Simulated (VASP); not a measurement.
Set up this calculation in VASP 6.6.1, as the native input.

```yaml
Task: single point
Functional: PBEsol
Potentials_or_basis: VASP PAW PBE potentials, release 64 (Ta_pv, Ru_pv)
Cutoff: 520 eV
k_mesh: 10 × 10 × 3
Occupations: fermi-dirac, width 0.05 eV
Spin: no spin polarisation
Dipole_correction: no
Further_INCAR_settings: ALGO = Fast; EDIFF = 1e-07; NBANDS = 32
```

The structure of Ta3Ru lies in POSCAR:

```
Ta3Ru
1.0
    1.6690900000     -2.3423110000      0.0000000000
    1.6690900000      2.3423110000      0.0000000000
    0.0000000000      0.0000000000      8.8141980000
Ta Ru
3 1
Direct
    0.5000000000      0.5000000000      0.2361160000
    0.0000000000      0.0000000000      0.5000000000
    0.5000000000      0.5000000000      0.7638840000
    0.0000000000      0.0000000000      0.0000000000
```

One way to write it, as run:

INCAR

```
PREC = Accurate
ENCUT = 520
EDIFF = 1E-7
ISMEAR = -1
SIGMA = 0.05
LREAL = F
LASPH = T
NELM = 60
ALGO = Fast
ISIF = 2
LWAVE = F
LCHARG = F
GGA = PS
NBANDS = 32
```

KPOINTS

```
Automatic mesh
0
Gamma
  10 10 3
```

Potentials or basis: VASP PAW PBE potentials, release 64 (Ta_pv, Ru_pv).

Run with:

```console
$ cat potpaw_PBE.64/Ta_pv/POTCAR potpaw_PBE.64/Ru_pv/POTCAR > POTCAR
$ mpirun -np 1 vasp_std > vasp.out
```

It gave:

The pressure is -8.3 GPa and the largest force is 0.107 eV/Å.

Caveat: the PAW data sets were made with another functional, which shifts forces and pressure a little.

Wall time 99 s on 1 thread of AMD EPYC 9R45 96-Core Processor (Zen 5), with other jobs on the host, peak memory 0.24 GiB.
